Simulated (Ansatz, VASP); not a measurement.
# Pt: VASP beside Ansatz

```
Pt
1.0
     0.00000    1.97058    1.97058
     1.97058    0.00000    1.97058
     1.97058    1.97058    0.00000
Pt
1
Direct
  0.00000 0.00000 0.00000
```

Alike in both runs: task single point; functional r2SCAN; k mesh 14 × 14 × 14; occupations gaussian, width 0.2 eV; no spin polarisation.

```csv
,VASP,Ansatz
version,VASP 6.6.1,Ansatz 0.2.0
potentials or method,"VASP PAW PBE potentials, release 64 (Pt), cutoff 520 eV","plane waves (500 eV) with PAW, scalar-relativistic"
valence electrons in the cell,10,18
```

VASP gave:

```
pressure (GPa) : 0.6
```

Problem. What did Ansatz give for the same quantities?

Solution. Pressure (GPa): -0.1.

VASP's potentials were made for PBE, not for r2SCAN. VASP's potentials hold 10 valence electrons a cell and Ansatz's 18, so a difference there can come from the potentials and not from the codes.

Neither program's run includes spin-orbit coupling.
